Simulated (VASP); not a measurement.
Wanted: the native input for a VASP 6.6.1 run.

```yaml
Task: single point
Functional: RPBE
Potentials_or_basis: VASP PAW PBE potentials, release 64 (Re, Bi_d)
Cutoff: 520 eV
k_mesh: 10 × 10 × 6
Occupations: fermi-dirac, width 0.01 eV
Spin: no spin polarisation
Dipole_correction: no
Further_INCAR_settings: ALGO = Normal; EDIFF = 1e-07; NBANDS = 30
```

The structure of ReBi lies in POSCAR:

```
ReBi
1.0
    4.5612436357      0.0000000000      0.0000000000
   -2.2806218178      3.9501528614      0.0000000000
    0.0000000000      0.0000000000      5.0534271638
Re Bi
2 2
Direct
    0.0000000000      0.0000000000      0.0000000000
    0.0000000000      0.0000000000      0.5000000000
    0.3333333333      0.6666666667      0.2500000000
    0.6666666667      0.3333333333      0.7500000000
```

One way to write it, as run:

INCAR

```
SYSTEM = ReBi
PREC = Accurate
ENCUT = 520
EDIFF = 1E-7
ISMEAR = -1
SIGMA = 0.01
LREAL = .False.
LASPH = .True.
NELM = 100
ALGO = Normal
ISIF = 2
LWAVE = .False.
LCHARG = .False.
GGA = RP
NBANDS = 30
```

KPOINTS

```
Automatic mesh
0
Gamma
  10 10 6
  0 0 0
```

Potentials or basis: VASP PAW PBE potentials, release 64 (Re, Bi_d).

Launch:

```sh
$ cat potpaw_PBE.64/Re/POTCAR potpaw_PBE.64/Bi_d/POTCAR > POTCAR
$ mpirun -np 1 vasp_std > vasp.out
```

It gave:

```
Pressure               : 2.0 GPa
Band gap on the k mesh : zero (bands 22 and 23 overlap by 1.42 eV)
```

Caveat: the PAW data sets were made with another functional, which shifts forces and pressure a little; spin-orbit coupling is left out, which moves the levels of the heavy elements.

It took 2 min on 1 thread of Intel(R) Xeon(R) 6975P-C (Granite Rapids), with other jobs on the host, peak memory 0.3 GiB.
